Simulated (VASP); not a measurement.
# Na (P6_3/mmc) in VASP: further runs

Na is run at these levels: PBEsol; tasks: single point, relaxation of cell and atoms.

Everything below comes from runs of VASP 6.6.1. Logs are shortened: lines on timing, memory, paths and dates and some standing lists are left out, and cuts for length are marked.

## Step 1: The cell of the first run

It takes space group P6_3/mmc (No. 194, hexagonal). The conventional cell has a = 3.717 Å, b = 3.717 Å, c = 6.072 Å, α = 90.00°, β = 90.00°, γ = 120.00°. Within 4.9 Å of Na (site symmetry -6m2) lie 12 Na at 3.72 Å.

This isn't the form of Na at room conditions, which is bcc.

## Step 2: Single point, PBEsol

Input file INCAR:

```
ALGO = Normal
EDIFF = 1E-7
ENCUT = 520
GGA = PS
ISIF = 2
ISMEAR = -1
LASPH = T
LCHARG = F
LREAL = F
LWAVE = F
NBANDS = 14
NELM = 100
PREC = Accurate
SIGMA = 0.08
```

Input file KPOINTS:

```
k-points
0
Gamma
  14 14 8
```

Input file POSCAR:

```
Na
1.0
    3.7173450343      0.0000000000      0.0000000000
   -1.8586725172      3.2193152344      0.0000000000
    0.0000000000      0.0000000000      6.0723777727
Na
2
Direct
    0.3333333333      0.6666666667      0.2500000000
    0.6666666667      0.3333333333      0.7500000000
```

Potentials or basis: VASP PAW PBE potentials, release 64 (Na_pv).

Command:

```
$ cat potpaw_PBE.64/Na_pv/POTCAR > POTCAR
$ mpirun -np 1 vasp_std > vasp.out
```

OUTCAR:

```text
EDIFF = 1E-7
   ENCUT = 520
   GGA = PS
   ISIF = 2
   ISMEAR = -1
   LASPH = T
   LREAL = F
   NELM = 100
   PREC = Accurate

 ion  position               nearest neighbor table
   1  0.333  0.667  0.250-
   2  0.667  0.333  0.750-

  LATTYP: Found a hexagonal cell.
 ALAT       =     3.7173450343
 C/A-ratio  =     1.6335254642

  Lattice vectors:

 A1 = (   3.7173450343,   0.0000000000,   0.0000000000)
 A2 = (  -1.8586725172,   3.2193152344,   0.0000000000)
 A3 = (   0.0000000000,   0.0000000000,   6.0723777727)

Analysis of symmetry for initial positions (statically):
=====================================================================
 Subroutine PRICEL returns:
 Original cell was already a primitive cell.

 Routine SETGRP: Setting up the symmetry group for a
 hexagonal supercell.

 Subroutine GETGRP returns: Found 24 space group operations
 (whereof 12 operations were pure point group operations)
 out of a pool of 24 trial point group operations.

The static configuration has the point symmetry D_3d.
 The point group associated with its full space group is D_6h.

Analysis of symmetry for dynamics (positions and initial velocities):
=====================================================================
 Subroutine PRICEL returns:
 Original cell was already a primitive cell.

 Routine SETGRP: Setting up the symmetry group for a
 hexagonal supercell.

 Subroutine GETGRP returns: Found 24 space group operations
 (whereof 12 operations were pure point group operations)
 out of a pool of 24 trial point group operations.

The dynamic configuration has the point symmetry D_3d.
 The point group associated with its full space group is D_6h.

 Subroutine INISYM returns: Found 24 space group operations
 (whereof 12 operations are pure point group operations),
 and found     1 'primitive' translations

----------------------------------------------------------------------------------------

                                     Primitive cell

  volume of cell :      72.6700

  direct lattice vectors                    reciprocal lattice vectors
     3.717345034  0.000000000  0.000000000     0.269009196  0.155312532  0.000000000
    -1.858672517  3.219315234  0.000000000     0.000000000  0.310625064  0.000000000
     0.000000000  0.000000000  6.072377773     0.000000000  0.000000000  0.164680136

  length of vectors
     3.717345034  3.717345034  6.072377773     0.310625064  0.310625064  0.164680136

  position of ions in fractional coordinates (direct lattice)
     0.333333333  0.666666667  0.250000000
     0.666666667  0.333333333  0.750000000

  ion indices of the primitive-cell ions
   primitive index   ion index
                 1           1
                 2           2

----------------------------------------------------------------------------------------

 KPOINTS: k-points

Automatic generation of k-mesh.
 Grid dimensions read from file:
 generate k-points for:   14   14    8

 Generating k-lattice:

  Cartesian coordinates                     Fractional coordinates (reciprocal lattice)
     0.019214943  0.011093752  0.000000000     0.071428571  0.000000000  0.000000000
     0.000000000  0.022187505  0.000000000     0.000000000  0.071428571  0.000000000
     0.000000000  0.000000000  0.020585017     0.000000000  0.000000000  0.125000000

  Length of vectors
     0.022187505  0.022187505  0.020585017

  Shift w.r.t. Gamma in fractional coordinates (k-lattice)
     0.000000000  0.000000000  0.000000000

 Subroutine IBZKPT returns following result:
 ===========================================

 Found    120 irreducible k-points:

 Following reciprocal coordinates:
            Coordinates               Weight
  0.000000  0.000000  0.000000      1.000000
  0.071429  0.000000  0.000000      6.000000
  0.142857  0.000000  0.000000      6.000000
  0.214286  0.000000  0.000000      6.000000
  0.285714  0.000000  0.000000      6.000000
  0.357143  0.000000  0.000000      6.000000
[... 16 lines left out ...]
  0.285714  0.285714  0.000000      6.000000
  0.357143  0.285714  0.000000      6.000000
 [... further k-points ...]
   k-points           NKPTS =    120   k-points in BZ     NKDIM =    120   number of bands    NBANDS=     14
   number of dos      NEDOS =    301   number of ions     NIONS =      2
   total plane-waves  NPLWV =  37632
   dimension x,y,z NGX =    28 NGY =   28 NGZ =   48
   dimension x,y,z NGXF=    56 NGYF=   56 NGZF=   96
   ions per type =               2
   NGX,Y,Z   is equivalent  to a cutoff of  12.52, 12.52, 13.14 a.u.
   NGXF,Y,Z  is equivalent  to a cutoff of  25.04, 25.04, 26.28 a.u.
 SYSTEM =  unknown system
   PREC   = accura    normal or accurate (medium, high low for compatibility)
   ISTART =      0    job   : 0-new  1-cont  2-samecut
   ICHARG =      2    charge: 1-file 2-atom 10-const
   ISPIN  =      1    spin polarized calculation?
   LNONCOLLINEAR =      F non collinear calculations
   LSORBIT =      F    spin-orbit coupling
   LASPH  =      T    aspherical Exc in radial PAW
   ENCUT  =  520.0 eV  38.22 Ry    6.18 a.u.   6.91  6.91 11.29*2*pi/ulx,y,z
   NELM   =    100;   NELMIN=  2; NELMDL= -5     # of ELM steps
   EDIFF  = 0.1E-06   stopping-criterion for ELM
   LREAL  =      F    real-space projection
   EDIFFG = 0.1E-05   stopping-criterion for IOM
   NSW    =      0    number of steps for IOM
   IBRION =     -1    ionic relax: 0-MD 1-quasi-New 2-CG
   NFREE  =      0    steps in history (QN), initial steepest desc. (CG)
   ISIF   =      2    stress and relaxation
   ISYM   =      2    0-nonsym 1-usesym 2-fastsym
   POTIM  = 0.5000    time-step for ionic-motion
   TEBEG  =    0.0;   TEEND  =   0.0 temperature during run
   PSTRESS=    0.0 pullay stress
   NELECT =      14.0000    total number of electrons
   NUPDOWN=      -1.0000    fix difference up-down
   EMIN   =  10.00;   EMAX   =-10.00  energy-range for DOS
   EFERMI =   0.00;   METHOD = LEGACY
   ISMEAR =    -1;   SIGMA  =   0.08  broadening in eV -4-tet -1-fermi 0-gaus
   EFERMI_NEDOS =   21; number of points for ismear=-14 and -15
   IALGO  =     38    algorithm
   IMIX   =      4    mixing-type and parameters
     AMIX     =   0.40;   BMIX     =  1.00
     AMIX_MAG =   1.60;   BMIX_MAG =  1.00
  volume/ion in A,a.u.               =      36.33       245.20
  Fermi-wavevector in a.u.,A,eV,Ry     =   0.945509  1.786753 12.163442  0.893988
  Thomas-Fermi vector in A             =   2.073418
   LORBIT       =      0    0 simple, 1 ext, 2 COOP (PROOUT), +10 PAW based schemes
   GGA     = PS    functional components
   LHFCALC =     F    Hartree Fock is set to
   AEXX    =    0.0000 exact exchange contribution
   IVDW    =     0    specifies the selected vdW correction
   LEPSILON=     F    determine dielectric tensor
   LRPA    =     F    only Hartree local field effects (RPA)
 non-spin polarized calculation
  energy-cutoff  :      520.00
  volume of cell :       72.67
 maximum number of plane-waves:      1972
 NGX is ok and might be reduce to    28
   NGX = 13   NGY = 13   NGZ = 23

 number of electron      13.9999991 magnetization

 Free energy of the ion-electron system (eV)
  ---------------------------------------------------
  ext. energy  EPLUGINS =         0.00000000
  ---------------------------------------------------
  free energy    TOTEN  =        -2.81076630 eV

  energy without entropy =       -2.79160971  energy(sigma->0) =       -2.80118801

 E-fermi :   0.3575     XC(G=0):  -6.5538

 val. band max:        0.3044414332   @ k =   0.2143   0.0714   0.2500
 cond. band min:       0.3586941816   @ k =   0.2857   0.2143   0.3750
 fundamental gap:      0.0542527484
 Fermi energy:         0.3575166527

 k-point     1 :       0.0000    0.0000    0.0000
  band No.  band energies     occupation
      1     -24.4400      2.00000
      2     -24.4074      2.00000
      3     -24.4074      2.00000
      4     -24.4022      2.00000
      5     -24.4022      2.00000
      6     -24.4019      2.00000
      7      -2.9589      2.00000
      8       0.9076      0.00206
      9       1.3493      0.00001
     10      10.4553      0.00000
     11      10.4553      0.00000
     12      10.8482      0.00000
     13      10.8483      0.00000
     14      10.9494      0.00000

 k-point     2 :       0.0714    0.0000    0.0000
  band No.  band energies     occupation
      1     -24.4394      2.00000
      2     -24.4089      2.00000
      3     -24.4079      2.00000
      4     -24.4036      2.00000
      5     -24.4024      2.00000
      6     -24.4021      2.00000
      7      -2.8822      2.00000
      8       0.9754      0.00088
      9       1.4238      0.00000
     10       9.0481      0.00000
     11       9.8286      0.00000
     12      10.2849      0.00000
     13      11.5572      0.00000
     14      11.6924      0.00000

 k-point     3 :       0.1429    0.0000    0.0000
  band No.  band energies     occupation
      1     -24.4376      2.00000
      2     -24.4128      2.00000
      3     -24.4092      2.00000
      4     -24.4077      2.00000
      5     -24.4031      2.00000
      6     -24.4028      2.00000
      7      -2.6530      2.00000
      8       1.1789      0.00007
      9       1.6446      0.00000
     10       7.4046      0.00000
     11       9.1542      0.00000
     12       9.4213      0.00000
     13      10.8259      0.00000
     14      11.6327      0.00000

 k-point     4 :       0.2143    0.0000    0.0000
  band No.  band energies     occupation
      1     -24.4347      2.00000
      2     -24.4186      2.00000
      3     -24.4136      2.00000
      4     -24.4109      2.00000
      5     -24.4041      2.00000
      6     -24.4041      2.00000
      7      -2.2734      2.00000
      8       1.5186      0.00000
      9       2.0027      0.00000
     10       5.8549      0.00000
     11       8.5643      0.00000
     12       8.5957      0.00000
     13       9.2480      0.00000
     14      10.7244      0.00000

 k-point     5 :       0.2857    0.0000    0.0000
  band No.  band energies     occupation
      1     -24.4313      2.00000
      2     -24.4252      2.00000
      3     -24.4199      2.00000
      4     -24.4128      2.00000
      5     -24.4057      2.00000
      6     -24.4053      2.00000
      7      -1.7467      2.00000
      8       1.9956      0.00000
      9       2.4638      0.00000
     10       4.4541      0.00000
     11       7.6924      0.00000
[... 276 lines left out ...]
 k-point    22 :       0.3571    0.2143    0.0000
  band No.  band energies     occupation
      1     -24.4328      2.00000
      2     -24.4274      2.00000
      3     -24.4217      2.00000
      4     -24.4206      2.00000
      5     -24.4146      2.00000
      6     -24.4128      2.00000
      7       0.6600      0.04457
      8       1.6539      0.00000
      9       3.4861      0.00000
     10       4.2609      0.00000
     11       5.0695      0.00000
     12       5.2281      0.00000
     13       6.5367      0.00000
     14       7.1719      0.00000

 k-point    23 :       0.2857    0.2857    0.0000
  band No.  band energies     occupation
      1     -24.4311      2.00000
      2     -24.4272      2.00000
      3     -24.4222      2.00000
      4     -24.4201      2.00000
      5     -24.4168      2.00000
      6     -24.4132      2.00000
      7       0.5906      0.10297
      8       2.4881      0.00000
      9       2.5771      0.00000
     10       4.1921      0.00000
     11       5.0545      0.00000
     12       6.0892      0.00000
     13       6.1708      0.00000
     14       7.0083      0.00000

 k-point    24 :       0.3571    0.2857    0.0000
  band No.  band energies     occupation
      1     -24.4311      2.00000
      2     -24.4254      2.00000
      3     -24.4247      2.00000
      4     -24.4183      2.00000
      5     -24.4180      2.00000
      6     -24.4150      2.00000
      7       1.4258      0.00000
      8       1.5915      0.00000
      9       2.4807      0.00000
     10       5.0822      0.00000
     11       5.0977      0.00000
     12       5.4433      0.00000
     13       6.0617      0.00000
     14       6.6671      0.00000

 [... further k-points ...]

------------------------ aborting loop because EDIFF is reached ----------------------------------------

  FORCE on cell =-STRESS in cart. coord.  units (eV):
  Direction    XX          YY          ZZ          XY          YZ          ZX
  --------------------------------------------------------------------------------------
  -------------------------------------------------------------------------------------
  Total        0.0085490      0.0085490      0.0095855     -0.0000000      0.0000000      0.0000000
  in kB        0.1884818      0.1884818      0.2113344     -0.0000000      0.0000000      0.0000000
  external PRESSURE =       0.1960993 kB  Pullay stress =       0.0000000 kB

 VOLUME and BASIS-vectors are now :
 -----------------------------------------------------------------------------
  energy-cutoff  :      520.00
  volume of cell :       72.67
      direct lattice vectors                 reciprocal lattice vectors
     3.717345034  0.000000000  0.000000000     0.269009196  0.155312532  0.000000000
    -1.858672517  3.219315234  0.000000000     0.000000000  0.310625064  0.000000000
     0.000000000  0.000000000  6.072377773     0.000000000  0.000000000  0.164680136

 POSITION                                       TOTAL-FORCE (eV/Angst)
 -----------------------------------------------------------------------------------
     -0.00000      2.14621      1.51809        -0.000000      0.000000      0.000000
      1.85867      1.07311      4.55428         0.000000      0.000000      0.000000
 -----------------------------------------------------------------------------------
    total drift:                                0.000000     -0.000000      0.000000

  FREE ENERGIE OF THE ION-ELECTRON SYSTEM (eV)
  ---------------------------------------------------
  free  energy   TOTEN  =        -2.8107663048 eV

  energy  without entropy=       -2.7916097120  energy(sigma->0) =       -2.80118801
```

Wall time 1.9 min (1 thread of Intel Xeon 8259CL, shared host); peak memory 0.23 GiB.

Results:

```yaml
Free_energy: -2.8108 eV
Pressure: 0.0 GPa
Band_gap_on_the_k_mesh: zero (bands 7 and 8 overlap by 4.14 eV)
```

Caveat: the PAW data sets were made with another functional, which shifts forces and pressure a little.

(Continued in part 2 of 2.)
